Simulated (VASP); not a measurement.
Runs of VASP 6.6.1 on Ba. The structure is that of space group Im-3m (No. 229), or close to it. The cells are those of the table. 

```tsv
task	cell	cutoff (eV)	gap on the mesh (eV)	pressure (GPa)
relaxation of cell and atoms	relaxed from a = 4.115 Å, angles 109.5°, 1 atom	600	none	0.0
single point	a = 4.115 Å, angles 109.5°, 1 atom	520	none	0.1
single point	a = 4.196 Å, angles 109.5°, 1 atom	520	none	(a)
single point	a = 4.235 Å, angles 109.5°, 1 atom	520	none	-0.7
single point	a = 4.073 Å, angles 109.5°, 1 atom	520	none	0.4
single point	a = 4.031 Å, angles 109.5°, 1 atom	520	none	(b)
single point	a = 3.987 Å, angles 109.5°, 1 atom	520	none	1.3
```

Alike in all rows: level LDA; potentials or basis VASP PAW LDA potentials, release 64 (Ba_sv); no spin polarisation; k mesh 12 × 12 × 12; smearing gaussian 0.1 eV.

Question: Fill in the values left out.

Answer: (a) -0.5; (b) 0.8.

Caveats: spin-orbit coupling is left out, which moves the levels of the heavy elements.

A k mesh can miss the band edges, and the runs leave out spin-orbit coupling on Ba.

A gap of «none» marks levels without a gap at the run's occupations.
